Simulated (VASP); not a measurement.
Input of a VASP 6.6.1 run:

The input INCAR:

```
PREC = Accurate
ENCUT = 520
EDIFF = 1E-7
ISMEAR = 0
SIGMA = 0.15
LREAL = False
LASPH = True
NELM = 60
ALGO = Fast
ISIF = 2
LWAVE = False
LCHARG = False
GGA = PS
NBANDS = 22
```

KPOINTS

```
regular mesh
0
Gamma
  16 16 12
```

POSCAR

```
ScAl
1.0
    1.6453573193     -5.5912641155      0.0000000000
    1.6453573193      5.5912641155      0.0000000000
    0.0000000000      0.0000000000      4.3368114847
Sc Al
2 2
Direct
    0.8372590791      0.1627409209      0.2500000000
    0.1627409209      0.8372590791      0.7500000000
    0.5696044066      0.4303955934      0.2500000000
    0.4303955934      0.5696044066      0.7500000000
```

Potentials or basis: VASP PAW PBE potentials, release 64 (Sc_sv, Al).

Launch:

```console
$ cat potpaw_PBE.64/Sc_sv/POTCAR potpaw_PBE.64/Al/POTCAR > POTCAR
$ mpirun -np 1 vasp_std > vasp.out
```

(1) What does it give for the largest force?

(2) What does it give for the band gap on the k mesh?

(3) What does it give for the pressure?

## Answers

(1) 0.035 eV/Å.

(2) zero (bands 14 and 15 overlap by 1.46 eV).

(3) -1.1 GPa.

Caveat: the cell differs from its parent crystal (strain +0.0150 x Voigt [0, 1, 0, 0, 0, 0]); the PAW data sets were made with another functional, which shifts forces and pressure a little.
